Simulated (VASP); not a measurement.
Ag, 1 atom in the cell. Symmetry: Fm-3m, No. 225, cubic system. Conventional cell: a = 4.085 Å, b = 4.085 Å, c = 4.085 Å, α = 90.00°, β = 90.00°, γ = 90.00°. Within 3.8 Å of Ag (site symmetry m-3m) lie 12 Ag at 2.89 Å. 

```yaml
Program: VASP 6.6.1
Task: relaxation of cell and atoms
Functional: PBEsol
Potentials_or_basis: VASP PAW PBE potentials, release 64 (Ag)
Cutoff: 600 eV
k_mesh: 11 × 11 × 11
Occupations: fermi-dirac, width 0.05 eV
Spin: no spin polarisation
Target_pressure: 30 GPa
Dipole_correction: no
Further_INCAR_settings: ALGO = Normal; EDIFF = 1e-06; IBRION = 2; EDIFFG = -0.02; NSW = 80; ISIF = 3
```

Potentials or basis: VASP PAW PBE potentials, release 64 (Ag).

The run is started by

```bash
$ cat potpaw_PBE.64/Ag/POTCAR > POTCAR
$ mpirun -np 1 vasp_std > vasp.out
```

Hardware: 1 thread of AMD EPYC 7R43 64-Core Processor (Zen 3), with other jobs on the host.

Task: Estimate the wall time of this run.

Result: Wall time 50 s on 1 thread of AMD EPYC 7R43 64-Core Processor (Zen 3), on a shared host, peak memory 0.12 GiB. Counts: scf iterations 39, k points 56, ion steps 5.
